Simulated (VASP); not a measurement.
Here is a VASP 6.6.1 calculation.

INCAR

```
ALGO = Fast
EDIFF = 1E-6
ENCUT = 520
GGA = PS
ISIF = 2
ISMEAR = 0
LASPH = T
LCHARG = T
LELF = T
LREAL = F
LVHAR = T
LWAVE = F
NBANDS = 30
NELM = 100
PREC = Accurate
SIGMA = 0.1
```

The input KPOINTS:

```
k-points
0
Gamma
  14 14 14
```

Contents of POSCAR:

```
CuAu3
1.0
    3.8947667138      0.0000000000      0.0000000000
    0.0000000000      3.8947667138      0.0000000000
    0.0000000000      0.0000000000      4.0219427697
Cu Au
1 3
Direct
    0.0000000000      0.0000000000      0.0000000000
    0.0000000000      0.5000000000      0.5000000000
    0.5000000000      0.0000000000      0.5000000000
    0.5000000000      0.5000000000      0.0000000000
```

Potentials or basis: VASP PAW PBE potentials, release 64 (Cu, Au).

The run is started by

```console
$ cat potpaw_PBE.64/Cu/POTCAR potpaw_PBE.64/Au/POTCAR > POTCAR
$ mpirun -np 1 vasp_std > vasp.out
```

Problem. Estimate the band gap on the k mesh.

Solution. Zero (bands 22 and 23 overlap by 2.16 eV).

Problem. Predict the pressure.

Solution. 4.9 GPa.

Stress tensor (GPa, compression positive):
```
5.53 0.00 0.00
0.00 5.53 0.00
0.00 0.00 3.62
```

Caveat: the cell differs from its parent crystal (biaxial strain in the a-b plane: -2.0 %); the cell stands under pressure; the PAW data sets were made with another functional, which shifts forces and pressure a little; spin-orbit coupling is left out, which moves the levels of the heavy elements.
